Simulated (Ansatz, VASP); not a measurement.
Two plane-wave programs on Ca3Lu

```
Ca Lu
1.0
     5.36177    0.00000    0.00000
     0.00000    5.36177    0.00000
     0.00000    0.00000    5.36177
Ca Lu
3 1
Direct
  0.50000 0.00000 0.00000
  0.00000 0.50000 0.00000
  0.00000 0.00000 0.50000
  0.50000 0.50000 0.50000
```

Alike in both runs: task single point; functional PBE; k mesh 5 × 5 × 5; occupations fermi-dirac, width 0.05 eV; no spin polarisation.

```csv
,VASP,Ansatz
version,VASP 6.6.1,Ansatz 0.2.0
potentials or method,"VASP PAW PBE potentials, release 64 (Ca_sv, Lu), cutoff 520 eV","plane waves, PAW"
valence electrons in the cell,55,55
```

|  | VASP | Ansatz | Ansatz less VASP |
| --- | --- | --- | --- |
| pressure (GPa) | 0.0 | 0.0 | -0.03 |

Neither program's run includes spin-orbit coupling.
